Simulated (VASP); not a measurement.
# MgS (P-1) in VASP: single point with r2SCAN

Aim: the single point of MgS with r2SCAN.

Program: VASP 6.6.1. These are calculated values, not measurements. Logs are shortened: lines on timing, memory, paths and dates and some standing lists are left out, and cuts for length are marked.

### 1 The cell of the first run

The typed cell holds 16 atoms: a = 7.836 Å, b = 6.289 Å, c = 6.462 Å, α = 104.37°, β = 90.13°, γ = 102.89°.

### 2 Single point, r2SCAN

POSCAR

```
MgS
1.0
    7.8355830000      0.0000000000      0.0000000000
   -1.4028670000      6.1301360000      0.0000000000
   -0.0146590000     -1.6485020000      6.2478820000
S Mg
8 8
Direct
    0.1934600000      0.5048600000      0.5043800000
    0.8065400000      0.4951400000      0.4956200000
    0.2887400000      0.7728000000      0.8151900000
    0.7112600000      0.2272000000      0.1848100000
    0.1900500000      0.2314200000      0.6855400000
    0.8099500000      0.7685800000      0.3144600000
    0.2001200000      0.5010500000      0.9788200000
    0.7998800000      0.4989500000      0.0211800000
    0.1713200000      0.8023600000      0.3429700000
    0.8286800000      0.1976400000      0.6570300000
    0.0673400000      0.2002700000      0.1898900000
    0.9326600000      0.7997300000      0.8101100000
    0.4615800000      0.2129400000      0.6825800000
    0.5384200000      0.7870600000      0.3174200000
    0.5667000000      0.7885300000      0.8192700000
    0.4333000000      0.2114700000      0.1807300000
```

INCAR.step1

```
ALGO = Normal
EDIFF = 1E-4
ENCUT = 520
GGA = PE
ISMEAR = -1
LASPH = True
LCHARG = False
LREAL = Auto
LWAVE = True
NBANDS = 46
NELM = 60
PREC = Accurate
SIGMA = 0.0681
```

INCAR.step2

```
ALGO = Normal
EDIFF = 1E-7
ENCUT = 520
ISIF = 2
ISMEAR = -1
ISTART = 1
LASPH = True
LCHARG = True
LELF = True
LMIXTAU = True
LREAL = Auto
LVHAR = True
LWAVE = False
METAGGA = R2SCAN
NBANDS = 46
NELM = 60
PREC = Accurate
SIGMA = 0.0681
```

KPOINTS

```
Automatic mesh
0
Gamma
  3 3 3
  0.5 0.5 0
```

Potentials or basis: VASP PAW PBE potentials, release 64 (S, Mg).

Run with:

```bash
$ cat potpaw_PBE.64/S/POTCAR potpaw_PBE.64/Mg/POTCAR > POTCAR
$ cp INCAR.step1 INCAR
$ mpirun -np 1 vasp_std > vasp.out
$ cp INCAR.step2 INCAR
$ mpirun -np 1 vasp_std > vasp.out
```

OUTCAR:

```text
EDIFF = 1E-7
   ENCUT = 520
   ISIF = 2
   ISMEAR = -1
   ISTART = 1
   LASPH = True
   LREAL = Auto
   METAGGA = R2SCAN
   NELM = 60
   PREC = Accurate

 ion  position               nearest neighbor table
   1  0.193  0.505  0.504-   3 2.28   5 2.30   9 2.39  11 2.45
   2  0.807  0.495  0.496-   4 2.28   6 2.30  10 2.39  12 2.45
   3  0.289  0.773  0.815-  15 2.16   7 2.21   1 2.28  12 2.83  13 3.12  16 3.14
   4  0.711  0.227  0.185-  16 2.16   8 2.21   2 2.28  11 2.83  14 3.12  15 3.14
   5  0.190  0.231  0.686-  13 2.16   7 2.19   1 2.30  10 2.79   9 3.01
   6  0.810  0.769  0.314-  14 2.16   8 2.19   2 2.30   9 2.79  10 3.01
   7  0.200  0.501  0.979-   5 2.19   3 2.21  11 2.63   9 2.68
   8  0.800  0.499  0.021-   6 2.19   4 2.21  12 2.63  10 2.68
   9  0.171  0.802  0.343-   1 2.39   7 2.68   6 2.79  14 2.90   5 3.01  11 3.17  16 3.31  13 3.35
                            12 3.56  11 3.57
  10  0.829  0.198  0.657-   2 2.39   8 2.68   5 2.79  13 2.90   6 3.01  12 3.17  15 3.31  14 3.35
                            11 3.56  12 3.57
  11  0.067  0.200  0.190-   1 2.45   7 2.63   4 2.83  16 2.85  12 3.04   9 3.17  10 3.56   9 3.57

  12  0.933  0.800  0.810-   2 2.45   8 2.63   3 2.83  15 2.85  11 3.04  10 3.17   9 3.56  10 3.57

  13  0.462  0.213  0.683-   5 2.16  10 2.90   3 3.12  16 3.23  16 3.25  14 3.27  15 3.28   9 3.35
                            15 3.41
  14  0.538  0.787  0.317-   6 2.16   9 2.90   4 3.12  15 3.23  15 3.25  13 3.27  16 3.28  10 3.35
                            16 3.41
  15  0.567  0.789  0.819-   3 2.16  12 2.85   4 3.14  14 3.23  14 3.25  13 3.28  10 3.31  13 3.41
                            16 3.43
  16  0.433  0.211  0.181-   4 2.16  11 2.85   3 3.14  13 3.23  13 3.25  14 3.28   9 3.31  14 3.41
                            15 3.43

  LATTYP: Found a triclinic cell.
 ALAT       =     8.8858540679
 B/A-ratio  =     0.8818041508
 C/A-ratio  =     0.7271915831
 COS(alpha) =     0.0022685916
 COS(beta)  =     0.1776421843
 COS(gamma) =     0.7239277115

  Lattice vectors:

 A1 = (   6.4327160000,   6.1301360000,   0.0000000000)
 A2 = (   7.8355830000,   0.0000000000,   0.0000000000)
 A3 = (   0.0146590000,   1.6485020000,  -6.2478820000)

Analysis of symmetry for initial positions (statically):
=====================================================================
 Subroutine PRICEL returns:
 Original cell was already a primitive cell.

 Routine SETGRP: Setting up the symmetry group for a
 triclinic supercell.

 Subroutine GETGRP returns: Found  2 space group operations
 (whereof  2 operations were pure point group operations)
 out of a pool of  2 trial point group operations.

The static configuration has the point symmetry S_2 .

Analysis of symmetry for dynamics (positions and initial velocities):
=====================================================================
 Subroutine PRICEL returns:
 Original cell was already a primitive cell.

 Routine SETGRP: Setting up the symmetry group for a
 triclinic supercell.

 Subroutine GETGRP returns: Found  2 space group operations
 (whereof  2 operations were pure point group operations)
 out of a pool of  2 trial point group operations.

The dynamic configuration has the point symmetry S_2 .

 Subroutine INISYM returns: Found  2 space group operations
 (whereof  2 operations are pure point group operations),
 and found     1 'primitive' translations

----------------------------------------------------------------------------------------

                                     Primitive cell

  volume of cell :     300.1057

  direct lattice vectors                    reciprocal lattice vectors
     7.835583000  0.000000000  0.000000000     0.127622922  0.029206201  0.008005482
    -1.402867000  6.130136000  0.000000000     0.000000000  0.163128518  0.043041416
    -0.014659000 -1.648502000  6.247882000     0.000000000  0.000000000  0.160054239

  length of vectors
     7.835583000  6.288609003  6.461718287     0.131166689  0.168711223  0.160054239

  position of ions in fractional coordinates (direct lattice)
     0.193460000  0.504860000  0.504380000
     0.806540000  0.495140000  0.495620000
     0.288740000  0.772800000  0.815190000
     0.711260000  0.227200000  0.184810000
     0.190050000  0.231420000  0.685540000
     0.809950000  0.768580000  0.314460000
[... 8 lines left out ...]
     0.566700000  0.788530000  0.819270000
     0.433300000  0.211470000  0.180730000

  ion indices of the primitive-cell ions
   primitive index   ion index
                 1           1
                 2           2
                 3           3
                 4           4
                 5           5
                 6           6
[... 8 lines left out ...]
                15          15
                16          16

----------------------------------------------------------------------------------------

 KPOINTS: Automatic mesh

Automatic generation of k-mesh.
 Grid dimensions read from file:
 generate k-points for:    3    3    3

 Generating k-lattice:

  Cartesian coordinates                     Fractional coordinates (reciprocal lattice)
     0.042540974  0.009735400  0.002668494     0.333333333  0.000000000  0.000000000
     0.000000000  0.054376173  0.014347139     0.000000000  0.333333333  0.000000000
     0.000000000  0.000000000  0.053351413     0.000000000  0.000000000  0.333333333

  Length of vectors
     0.043722230  0.056237074  0.053351413

  Shift w.r.t. Gamma in fractional coordinates (k-lattice)
     0.500000000  0.500000000  0.000000000

 Subroutine IBZKPT returns following result:
 ===========================================

 Found     14 irreducible k-points:

 Following reciprocal coordinates:
            Coordinates               Weight
  0.166667  0.166667 -0.000000      2.000000
  0.500000  0.166667 -0.000000      2.000000
 -0.166667  0.166667 -0.000000      2.000000
  0.166667  0.500000  0.000000      2.000000
  0.500000  0.500000 -0.000000      1.000000
  0.166667  0.166667  0.333333      2.000000
  0.500000  0.166667  0.333333      2.000000
 -0.166667  0.166667  0.333333      2.000000
  0.166667  0.500000  0.333333      2.000000
  0.500000  0.500000  0.333333      2.000000
 -0.166667  0.500000  0.333333      2.000000
  0.166667 -0.166667  0.333333      2.000000
  0.500000 -0.166667  0.333333      2.000000
 -0.166667 -0.166667  0.333333      2.000000
   k-points           NKPTS =     14   k-points in BZ     NKDIM =     14   number of bands    NBANDS=     46
   number of dos      NEDOS =    301   number of ions     NIONS =     16
   total plane-waves  NPLWV = 138240
   dimension x,y,z NGX =    60 NGY =   48 NGZ =   48
   dimension x,y,z NGXF=   120 NGYF=   96 NGZF=   96
   ions per type =               8   8
   NGX,Y,Z   is equivalent  to a cutoff of  12.73, 12.69, 12.35 a.u.
   NGXF,Y,Z  is equivalent  to a cutoff of  25.46, 25.38, 24.70 a.u.
 SYSTEM =  unknown system
   PREC   = accura    normal or accurate (medium, high low for compatibility)
   ISTART =      1    job   : 0-new  1-cont  2-samecut
   ICHARG =      0    charge: 1-file 2-atom 10-const
   ISPIN  =      1    spin polarized calculation?
   LNONCOLLINEAR =      F non collinear calculations
   LSORBIT =      F    spin-orbit coupling
   LASPH  =      T    aspherical Exc in radial PAW
   ENCUT  =  520.0 eV  38.22 Ry    6.18 a.u.  14.57 11.69 12.01*2*pi/ulx,y,z
   NELM   =     60;   NELMIN=  2; NELMDL=  0     # of ELM steps
   EDIFF  = 0.1E-06   stopping-criterion for ELM
   LREAL  =      T    real-space projection
   EDIFFG = 0.1E-05   stopping-criterion for IOM
   NSW    =      0    number of steps for IOM
   IBRION =     -1    ionic relax: 0-MD 1-quasi-New 2-CG
   NFREE  =      0    steps in history (QN), initial steepest desc. (CG)
   ISIF   =      2    stress and relaxation
   ISYM   =      2    0-nonsym 1-usesym 2-fastsym
   POTIM  = 0.5000    time-step for ionic-motion
   TEBEG  =    0.0;   TEEND  =   0.0 temperature during run
   PSTRESS=    0.0 pullay stress
   NELECT =      64.0000    total number of electrons
   NUPDOWN=      -1.0000    fix difference up-down
   EMIN   =  10.00;   EMAX   =-10.00  energy-range for DOS
   EFERMI =   0.00;   METHOD = LEGACY
   ISMEAR =    -1;   SIGMA  =   0.07  broadening in eV -4-tet -1-fermi 0-gaus
   EFERMI_NEDOS =   21; number of points for ismear=-14 and -15
   IALGO  =     38    algorithm
   IMIX   =      4    mixing-type and parameters
     AMIX     =   0.40;   BMIX     =  1.00
     AMIX_MAG =   1.60;   BMIX_MAG =  1.00
  volume/ion in A,a.u.               =      18.76       126.58
  Fermi-wavevector in a.u.,A,eV,Ry     =   0.978085  1.848313 13.016026  0.956651
  Thomas-Fermi vector in A             =   2.108833
   LORBIT       =      0    0 simple, 1 ext, 2 COOP (PROOUT), +10 PAW based schemes
   METAGGA = R2SCAN    functional components
   LHFCALC =     F    Hartree Fock is set to
   AEXX    =    0.0000 exact exchange contribution
   IVDW    =     0    specifies the selected vdW correction
   LEPSILON=     F    determine dielectric tensor
   LRPA    =     F    only Hartree local field effects (RPA)
 non-spin polarized calculation
  energy-cutoff  :      520.00
  volume of cell :      300.11
 maximum number of plane-waves:      8104
 NGX is ok and might be reduce to    60
   NGX = 29   NGY = 23   NGZ = 25

 number of electron      64.0000000 magnetization

 Free energy of the ion-electron system (eV)
  ---------------------------------------------------
  ext. energy  EPLUGINS =         0.00000000
  ---------------------------------------------------
  free energy    TOTEN  =       -93.84788278 eV

  energy without entropy =      -93.72435169  energy(sigma->0) =      -93.78611723

 E-fermi :   5.3944     XC(G=0):  -9.9680

 val. band max:        5.3913055769   @ k =   0.5000   0.1667   0.3333
 cond. band min:       5.4382845877   @ k =   0.1667   0.5000   0.3333
 fundamental gap:      0.0469790109
 Fermi energy:         5.3944493363

 k-point     1 :       0.1667    0.1667   -0.0000
  band No.  band energies     occupation
      1     -12.5300      2.00000
      2     -12.2803      2.00000
      3      -9.7372      2.00000
      4      -9.6584      2.00000
      5      -9.4019      2.00000
      6      -8.8940      2.00000
[... 36 lines left out ...]
     43       8.6718      0.00000
     44       8.8785      0.00000

 k-point     2 :       0.5000    0.1667   -0.0000
  band No.  band energies     occupation
      1     -12.5043      2.00000
      2     -12.3084      2.00000
      3      -9.7427      2.00000
      4      -9.6514      2.00000
      5      -9.3852      2.00000
      6      -8.9159      2.00000
[... 36 lines left out ...]
     43       8.6196      0.00000
     44       9.1743      0.00000

 k-point     3 :      -0.1667    0.1667   -0.0000
  band No.  band energies     occupation
      1     -12.5400      2.00000
      2     -12.2685      2.00000
      3      -9.7047      2.00000
      4      -9.6889      2.00000
      5      -9.4050      2.00000
      6      -8.8931      2.00000
[... 506 lines left out ...]
     43       9.1124      0.00000
     44       9.4891      0.00000

 k-point    14 :      -0.1667   -0.1667    0.3333
  band No.  band energies     occupation
      1     -12.4403      2.00000
      2     -12.2822      2.00000
      3      -9.7185      2.00000
      4      -9.6683      2.00000
      5      -9.5613      2.00000
      6      -9.2838      2.00000
[... 36 lines left out ...]
     43       8.9065      0.00000
     44       9.1457      0.00000
 [bands above 44 left out]

------------------------ aborting loop because EDIFF is reached ----------------------------------------

  FORCE on cell =-STRESS in cart. coord.  units (eV):
  Direction    XX          YY          ZZ          XY          YZ          ZX
  --------------------------------------------------------------------------------------
  -------------------------------------------------------------------------------------
  Total       25.4598627     18.9405280     22.6799361     -2.7301428     -2.5423265     -0.5474119
  in kB      135.9228261    101.1179884    121.0816038    -14.5754411    -13.5727442     -2.9224733
  external PRESSURE =     119.3741394 kB  Pullay stress =       0.0000000 kB

 VOLUME and BASIS-vectors are now :
 -----------------------------------------------------------------------------
  energy-cutoff  :      520.00
  volume of cell :      300.11
      direct lattice vectors                 reciprocal lattice vectors
     7.835583000  0.000000000  0.000000000     0.127622922  0.029206201  0.008005482
    -1.402867000  6.130136000  0.000000000     0.000000000  0.163128518  0.043041416
    -0.014659000 -1.648502000  6.247882000     0.000000000  0.000000000  0.160054239

 POSITION                                       TOTAL-FORCE (eV/Angst)
 -----------------------------------------------------------------------------------
      0.80023      2.26339      3.15131         0.599844      0.770490     -2.997700
      5.61783      2.21824      3.09658        -0.599844     -0.770490      2.997700
      1.16636      3.39353      5.09321        -2.200360      2.313179      0.976603
      5.25170      1.08811      1.15467         2.200360     -2.313179     -0.976603
      1.15445      0.28852      4.28317        -2.390881     -2.701456     -0.669224
      5.26361      4.19311      1.96471         2.390881      2.701456      0.669224
[... 8 lines left out ...]
      3.32221      3.48323      5.11870         2.533351      0.806956      0.130153
      3.09584      0.99841      1.12918        -2.533351     -0.806956     -0.130153
 -----------------------------------------------------------------------------------
    total drift:                               -0.000000      0.000000     -0.000000

  FREE ENERGIE OF THE ION-ELECTRON SYSTEM (eV)
  ---------------------------------------------------
  free  energy   TOTEN  =       -93.8478827803 eV

  energy  without entropy=      -93.7243516879  energy(sigma->0) =      -93.78611723
```

Wall time 9.8 min (1 thread of Intel Xeon Platinum 8488C (Sapphire Rapids), shared host); peak memory 0.45 GiB.

What came out:

```yaml
Free_energy: -93.8479 eV
Pressure: 11.9 GPa
Largest_force: 3.669 eV/Å
Band_gap_on_the_k_mesh: zero (band 32 reaches 5.52 eV, above the bottom of band 33 at 5.29 eV)
```

Forces on the atoms (eV/Å):
```
S    0.600  0.770 -2.998
S   -0.600 -0.770  2.998
S   -2.200  2.313  0.977
S    2.200 -2.313 -0.977
S   -2.391 -2.701 -0.669
S    2.391  2.701  0.669
S    0.405 -0.727  3.005
S   -0.405  0.727 -3.005
Mg  -0.606  0.860 -0.344
Mg   0.606 -0.860  0.344
Mg  -0.963 -0.056 -0.250
Mg   0.963  0.056  0.250
Mg   2.513 -0.674 -0.305
Mg  -2.513  0.674  0.305
Mg   2.533  0.807  0.130
Mg  -2.533 -0.807 -0.130
```

Stress tensor (GPa, compression positive):
```
13.59 -1.46 -0.29
-1.46 10.11 -1.36
-0.29 -1.36 12.11
```

Caveat: the PAW data sets were made with another functional, which shifts forces and pressure a little.
